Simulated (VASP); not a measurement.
Crystal: Sn4F.

```
Sn F
1.0
    -3.14879    3.14879    3.14879
     3.14879   -3.14879    3.14879
     3.14879    3.14879   -3.14879
Sn F
4 1
Cartesian
  1.5744 1.5744 -1.5744
  -1.5744 1.5744 1.5744
  1.5744 -1.5744 1.5744
  1.5744 1.5744 1.5744
  0.0000 0.0000 0.0000
```

The cell was generated, and may not be a known phase.

| Property | Result |
| --- | --- |
| Program | VASP 6.6.1 |
| Task | relaxation of cell and atoms |
| Functional | PBE |
| Potentials or basis | VASP PAW PBE potentials, release 64 (Sn_d, F) |
| Cutoff | 600 eV |
| k mesh | 8 × 8 × 8 |
| Occupations | gaussian, width 0.1 eV |
| Spin | no spin polarisation |

At the start: pressure 1.8 GPa; volume 24.98 Å³/atom.

**Question.** Where does the relaxation end?

**Answer.** Over 3 steps the energy falls by 5.0 meV/atom and the volume is 25.89 Å³/atom (+3.6 %); space group Im-3m (No. 229, to 0.1 Å) before and after.

The path:
| step | energy change (eV) | largest force (eV/Å) | pressure (GPa) | volume (Å³) |
| --- | --- | --- | --- | --- |
| 1 | 0.0000 | 0.0000 | 1.82 | 124.88 |
| 2 | -0.0246 | 0.0000 | -0.23 | 130.08 |
| 3 | -0.0250 | 0.0000 | 0.00 | 129.43 |

Final structure:
```
Sn F
1.0
    -3.18658    3.18658    3.18658
     3.18658   -3.18658    3.18658
     3.18658    3.18658   -3.18658
Sn F
4 1
Direct
  0.00000 0.00000 0.50000
  0.50000 0.00000 0.00000
  0.00000 0.50000 0.00000
  0.50000 0.50000 0.50000
  0.00000 0.00000 0.00000
```
